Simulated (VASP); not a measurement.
A run of VASP 6.6.1:

POSCAR

```
Co
1.0
    0.0000000000      1.7307309391      1.7307309391
    1.7307309391      0.0000000000      1.7307309391
    1.7307309391      1.7307309391      0.0000000000
Co
1
Direct
    0.0000000000      0.0000000000      0.0000000000
```

INCAR.step1

```
SYSTEM = Co
PREC = Accurate ; ENCUT = 510
EDIFF = 1E-5 ; ISMEAR = -1
SIGMA = 0.1 ; LREAL = .False.
LASPH = .True. ; NELM = 120
ALGO = Normal ; ISIF = 2
LWAVE = .True. ; GGA = PE
NBANDS = 14 ; GGA_COMPAT = .False.
```

The input INCAR.step2:

```
SYSTEM = Co
PREC = Accurate ; ENCUT = 510
EDIFF = 1E-6 ; ISMEAR = -1
SIGMA = 0.1 ; LREAL = .False.
LASPH = .True. ; NELM = 120
ALGO = Normal ; ISIF = 2
LWAVE = .False. ; LCHARG = .True.
GGA = PE ; LHFCALC = .True.
HFSCREEN = 0.2079 ; PRECFOCK = Normal
LELF = .True. ; LVHAR = .True.
ISTART = 1 ; NBANDS = 14
GGA_COMPAT = .False.
```

File KPOINTS:

```
regular mesh
0
Gamma
  6 6 6
  0 0 0
```

Potentials or basis: VASP PAW PBE potentials, release 64 (Co_sv).

Command:

```sh
$ cat potpaw_PBE.64/Co_sv/POTCAR > POTCAR
$ cp INCAR.step1 INCAR
$ mpirun -np 1 vasp_std > vasp.out
$ cp INCAR.step2 INCAR
$ mpirun -np 1 vasp_std > vasp.out
```

Hardware: 1 thread of Intel(R) Xeon(R) 6975P-C (Granite Rapids) (shared host).

**Question.** How long does it take, and how much memory?

**Answer.** It took 4.2 min on 1 thread of Intel(R) Xeon(R) 6975P-C (Granite Rapids), with other jobs on the host, peak memory 0.21 GiB. Counts: k points 16.
